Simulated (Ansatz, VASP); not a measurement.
# WS2: VASP beside Ansatz

INCAR

```
SYSTEM = WS2
ALGO = Normal ; EDIFF = 1E-6
EDIFFG = -0.01 ; ENCUT = 600
IBRION = 2 ; ISIF = 3
ISMEAR = -1 ; LASPH = .True.
LCHARG = .False. ; LREAL = .False.
LWAVE = .False. ; NELM = 60
NSW = 60 ; PREC = Accurate
SIGMA = 0.05
```

The input KPOINTS:

```
k-points
0
Gamma
  10 10 1
  0 0 0
```

The input POSCAR:

```
WS2
1.0
    3.1829541699      0.0000000000      0.0000000000
   -1.5914770850      2.7565191702      0.0000000000
    0.0000000000      0.0000000000     28.5322178600
W S
3 6
Direct
    0.6666666667      0.3333333333      0.4343616800
    0.6666666667      0.3333333333      0.8855337800
    0.0000000000      0.0000000000      0.6592864300
    0.6666666667      0.3333333333      0.6046252100
    0.0000000000      0.0000000000      0.3797102500
    0.0000000000      0.0000000000      0.8308482800
    0.6666666667      0.3333333333      0.7139522100
    0.0000000000      0.0000000000      0.4890304200
    0.0000000000      0.0000000000      0.9401857300
```

The input input.yaml:

```yaml
crystal:
  lattice:
    - [3.1829541699, 0.0, 0.0]
    - [-1.591477085, 2.7565191702, 0.0]
    - [0.0, 0.0, 28.53221786]
  atoms:
    - { symbol: W, position: [0.6666666667, 0.3333333333, 0.43436168] }
    - { symbol: W, position: [0.6666666667, 0.3333333333, 0.88553378] }
    - { symbol: W, position: [0.0, 0.0, 0.65928643] }
    - { symbol: S, position: [0.6666666667, 0.3333333333, 0.60462521] }
    - { symbol: S, position: [0.0, 0.0, 0.37971025] }
    - { symbol: S, position: [0.0, 0.0, 0.83084828] }
    - { symbol: S, position: [0.6666666667, 0.3333333333, 0.71395221] }
    - { symbol: S, position: [0.0, 0.0, 0.48903042] }
    - { symbol: S, position: [0.0, 0.0, 0.94018573] }
hamiltonian:
  xc: lda
  pseudopotentials: { kind: paw }
kpoints:
  mp_grid: { grid: [10, 10, 1] }
scf:
  occupations: { method: fermi_dirac, width: 0.05 }
output:
  forces: true
  stress: true
  eigenvalues: true
relax:
  f_tol: 0.01
  max_steps: 40
  cell: { stress_tol: 0.05 }
```

Alike in both runs: task relaxation of cell and atoms; functional LDA; k mesh 10 × 10 × 1; occupations fermi-dirac, width 0.05 eV; no spin polarisation.

|  | VASP | Ansatz |
| --- | --- | --- |
| version | VASP 6.6.1 | Ansatz 0.2.0 |
| potentials or method | VASP PAW LDA potentials, release 64 (W_sv, S) | Ansatz PAW |
| plane-wave cutoff (eV) | 600 | 420 |
| valence electrons in the cell | 78 | 78 |

|  | VASP | Ansatz | Ansatz less VASP |
| --- | --- | --- | --- |
| gap on the k mesh at the Fermi level, each at its own relaxed structure (eV) | 1.18 | 1.17 | -0.010 |
| relaxed volume (Å³/atom) | 25.53 | 25.72 | +0.196 |
| relaxed cell length with the largest relative difference (Å) | 27.089 | 27.349 | +0.2600 |

LDA's correlation is that of Perdew and Zunger in VASP and of Perdew and Wang (1992) in Ansatz.

Neither program's run includes spin-orbit coupling. Noted on Ansatz's run: the plane-wave basis is chosen anew once the cell has moved, so the energies of steps on either side of that aren't comparable.
